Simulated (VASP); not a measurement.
**MgI2: single point with PBE**

The system is MgI2.

```xyz
3
Lattice="0.0000 3.7557 3.7557 3.7557 0.0000 3.7557 3.7557 3.7557 0.0000" Properties=species:S:1:pos:R:3 pbc="T T T"
Mg    0.0000    0.0000    0.0000
I     1.8779    1.8779    1.8779
I     5.6336    5.6336    5.6336
```

* Program: VASP 6.6.1
* Task: single point
* Functional: PBE
* Potentials or basis: VASP PAW PBE potentials, release 64 (Mg, I)
* Cutoff: 520 eV
* k mesh: 4 × 4 × 4
* Occupations: gaussian, width 0.01 eV
* Spin: no spin polarisation

```
Pressure               : 0.2 GPa
Band gap on the k mesh : 0.58 eV (least direct gap 1.06 eV)
```

Levels at points of the mesh, in eV from the valence-band top:
```
           k point  band 5  band 6  band 7  band 8  band 9  band 10  band 11  band 12
(0.00, 0.00, 0.00)   -2.96   -1.11   -1.11   -1.11    0.58     3.11     3.11     3.11
(0.50, 0.00, 0.00)   -2.50   -2.50   -2.26   -2.26    2.65     5.06     5.06     5.96
(0.50, 0.50, 0.00)   -3.75   -0.50   -0.50    0.00    1.06     4.08     6.41     6.41
```

Run time: 18 s on 1 thread of Intel(R) Xeon(R) Platinum 8488C (Sapphire Rapids) (shared host), peak memory 0.23 GiB.

Caveat: spin-orbit coupling is left out, which moves the levels of the heavy elements. A k mesh can miss the band edges.
